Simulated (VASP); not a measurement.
TaN: single point with PBEsol

TaN:

```
CELL_PARAMETERS angstrom
2.96228 0.00000 0.00000
-1.48114 2.56541 0.00000
0.00000 0.00000 2.90683
ATOMIC_POSITIONS crystal
Ta 0.33333 0.66667 0.50000
N 0.00000 0.00000 0.00000
```

```
Program                : VASP 6.6.1
Task                   : single point
Functional             : PBEsol
Potentials or basis    : VASP PAW PBE potentials, release 64 (Ta_pv, N)
Cutoff                 : 520 eV
k mesh                 : 11 × 11 × 10
Occupations            : fermi-dirac, width 0.15 eV
Spin                   : no spin polarisation
Dipole correction      : no
Further INCAR settings : ALGO = Normal; EDIFF = 1e-06; NBANDS = 15
```

```
Pressure               : -12.2 GPa
Band gap on the k mesh : zero (band 8 reaches 8.22 eV, above the bottom of band 9 at 7.74 eV)
```

Stress tensor (GPa, compression positive):
```
-11.76   0.00   0.00
  0.00 -11.76   0.00
  0.00   0.00 -13.04
```

Levels at points of the mesh, in eV from the Fermi level:
```
           k point  band 4  band 5  band 6  band 7  band 8  band 9  band 10  band 11  band 12  band 13
(0.00, 0.00, 0.00)  -17.58   -4.48   -4.48   -4.14   -2.91    2.00     3.46     3.46     3.81     3.81
(0.00, 0.00, 0.50)  -15.02   -9.26   -3.69   -3.69   -0.12   -0.12     2.34     3.20     3.20     7.89
```

Run time: 9.9 s on 1 thread of Intel(R) Xeon(R) 6975P-C (Granite Rapids), on a shared host, peak memory 0.16 GiB.

Caveat: the PAW data sets were made with another functional, which shifts forces and pressure a little; spin-orbit coupling is left out, which moves the levels of the heavy elements.
